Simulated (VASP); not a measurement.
Wanted: the native input for a VASP 6.6.1 run.

* Task: single point
* Functional: LDA
* Potentials or basis: VASP PAW LDA potentials, release 64 (V_sv, Pt)
* Cutoff: 520 eV
* k mesh: 12 × 12 × 9
* Occupations: tetrahedron
* Spin: collinear spin, ferromagnetic start
* Starting moments: [1.2, 0.0] μB
* Fixed moment: 1.2 μB
* Hubbard terms: Pt d U = 5.0 eV
* Dipole correction: no
* Further INCAR settings: ALGO = Normal; EDIFF = 1e-07; NBANDS = 22

The structure of VPt lies in POSCAR:

```
VPt
1.0
    2.6940768363      0.0000000000      0.0000000000
    0.0000000000      2.6940768363      0.0000000000
    0.0000000000      0.0000000000      3.8800000000
V Pt
1 1
Direct
    0.5000000000      0.5000000000      0.5000000000
    0.0000000000      0.0000000000      0.0000000000
```

The input as run:

INCAR

```
SYSTEM = VPt
PREC = Accurate ; ENCUT = 520
EDIFF = 1E-7 ; ISMEAR = -5
SIGMA = 0.1 ; LREAL = .False.
LASPH = .True. ; NELM = 150
ALGO = Normal ; ISIF = 2
LWAVE = .False. ; LCHARG = .False.
ISPIN = 2 ; MAGMOM = 1.2 0
LORBIT = 11 ; NUPDOWN = 1.2
LMAXMIX = 4 ; LDAU = .True.
LDAUTYPE = 2 ; LDAUL = -1 2
LDAUU = 0 5 ; LDAUJ = 0 0
LDAUPRINT = 1 ; NBANDS = 22
```

KPOINTS

```
Automatic mesh
0
Gamma
  12 12 9
  0 0 0
```

Potentials or basis: VASP PAW LDA potentials, release 64 (V_sv, Pt).

Command:

```bash
$ cat potpaw_LDA.64/V_sv/POTCAR potpaw_LDA.64/Pt/POTCAR > POTCAR
$ mpirun -np 1 vasp_std > vasp.out
```

Results of the run:

The pressure is -14.4 GPa, the net moment is 1.20 μB per cell and the site moments are V +0.93; Pt +0.17 μB. The valence electrons inside the program's atomic spheres are V 11.48; Pt 9.90.

Caveat: the total moment is fixed, so each spin has its own Fermi level; the U is typed as a test and isn't derived for this compound.

Run time: 100 s on 1 thread of Intel(R) Xeon(R) Platinum 8488C (Sapphire Rapids) (shared host), peak memory 0.24 GiB.
